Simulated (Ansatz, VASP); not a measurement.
**Two plane-wave programs on AlGa7As8**

```xyz
16
Lattice="-5.6546 5.6546 0.0000 -5.6546 0.0000 5.6546 0.0000 5.6546 5.6546" Properties=species:S:1:pos:R:3 pbc="T T T"
Al    0.0000    0.0000    0.0000
Ga   -2.8273    2.8273    0.0000
Ga   -2.8273    0.0000    2.8273
Ga    0.0000    2.8273    2.8273
Ga   -5.6546    2.8273    2.8273
Ga   -2.8273    5.6546    2.8273
Ga   -2.8273    2.8273    5.6546
Ga   -5.6546    5.6546    5.6546
As   -9.8955    7.0682    7.0682
As   -7.0682    4.2409    7.0682
As   -7.0682    7.0682    4.2409
As   -9.8955    9.8955    9.8955
As   -4.2409    4.2409    4.2409
As   -7.0682    7.0682    9.8955
As   -7.0682    9.8955    7.0682
As   -4.2409    7.0682    7.0682
```

Alike in both runs: task relaxation of cell and atoms; functional PBEsol; k mesh 6 × 6 × 6; occupations gaussian, width 0.02 eV; no spin polarisation.

|  | VASP | Ansatz |
| --- | --- | --- |
| version | VASP 6.6.1 | Ansatz 0.2.0 |
| potentials or method | VASP PAW PBE potentials, release 64 (Al, Ga_d, As), cutoff 600 eV | scalar-relativistic, plane waves, PAW |
| valence electrons in the cell | 134 | 214 |

```csv
,VASP,Ansatz,Ansatz less VASP
"gap on the k mesh at the Fermi level, each at its own relaxed structure (eV)",0.54,0.55,+0.006
relaxed volume (Å³/atom),22.73,22.68,-0.055
relaxed length of the cell vector where the two differ most in proportion (Å),8.012,8.006,-0.0065
```

VASP's potentials were made for PBE, not for PBEsol. VASP's potentials hold 134 valence electrons a cell and Ansatz's 214, so a difference there can come from the potentials and not from the codes.
